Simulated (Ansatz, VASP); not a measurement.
# One calculation of W, two programs

```xyz
1
Lattice="-1.5999 1.5999 1.5999 1.5999 -1.5999 1.5999 1.5999 1.5999 -1.5999" Properties=species:S:1:pos:R:3 pbc="T T T"
W     0.0000    0.0000    0.0000
```

Alike in both runs: task single point; functional r2SCAN; k mesh 18 × 18 × 18; occupations gaussian, width 0.1 eV; no spin polarisation.

|  | VASP | Ansatz |
| --- | --- | --- |
| version | VASP 6.6.1 | Ansatz 0.2.0 |
| potentials or method | VASP PAW PBE potentials, release 64 (W_sv), cutoff 520 eV | scalar-relativistic, plane waves, PAW |
| valence electrons in the cell | 14 | 14 |

```csv
,VASP,Ansatz,Ansatz less VASP
gap on the k mesh at the Fermi level (eV),none,none,-
pressure (GPa),-7.7,-8.8,-1.11
```

VASP's potentials were made for PBE, not for r2SCAN. A gap of «none» marks a metal or a gap that the smearing closes. The functional is the same, so the differences come from potentials, cutoffs and numerics.

Neither program's run includes spin-orbit coupling.
